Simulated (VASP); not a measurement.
## LiMgBN2: single point with HSE06

The system is LiMgBN2.

```
Li Mg B N
1.0
    -1.88510    1.88510    4.42852
     1.88510   -1.88510    4.42852
     1.88510    1.88510   -4.42852
Li Mg B N
1 1 1 2
Cartesian
  1.8851 0.0000 2.2143
  0.0000 1.8851 2.2143
  0.0000 0.0000 4.4285
  0.0000 0.0000 5.7650
  0.0000 0.0000 3.0920
```

```yaml
Program: VASP 6.6.1
Task: single point
Functional: HSE06
Potentials_or_basis: VASP PAW PBE potentials, release 64 (Li_sv, Mg, B, N)
Cutoff: 520 eV
k_mesh: 4 × 4 × 4
Occupations: methfessel-paxton, width 0.001 eV
Spin: no spin polarisation
```

```yaml
Largest_force: 0.160 eV/Å
Band_gap_on_the_k_mesh: 3.82 eV (least direct gap 4.69 eV)
```

Forces in eV/Å, atoms in the order of the input:
```
Li   0.000  0.000  0.000
Mg   0.000  0.000  0.000
B    0.000  0.000  0.000
N    0.000  0.000 -0.160
N    0.000  0.000  0.160
```

Levels at points of the mesh, in eV from the valence-band top:
| k point | band 7 | band 8 | band 9 | band 10 | band 11 | band 12 |
| --- | --- | --- | --- | --- | --- | --- |
| (0.00, 0.00, 0.00) | -2.32 | -1.50 | -1.50 | 3.82 | 7.36 | 9.63 |
| (0.50, 0.00, 0.00) | -2.61 | -1.25 | -0.68 | 6.71 | 7.13 | 8.75 |
| (0.50, 0.50, 0.00) | -3.27 | -2.14 | -0.52 | 6.25 | 7.09 | 8.31 |
| (0.50, 0.50, 0.50) | -3.22 | 0.00 | 0.00 | 4.69 | 7.88 | 8.15 |

It took 12 min on 1 thread of Intel(R) Xeon(R) Platinum 8259CL CPU @ 2.50GHz (Skylake/Cascade Lake), on a shared host, peak memory 0.36 GiB.

Caveat: the k points lie up to 0.45 Å⁻¹ apart; the PAW data sets were made with another functional, which shifts forces and pressure a little. A k mesh can miss the band edges.
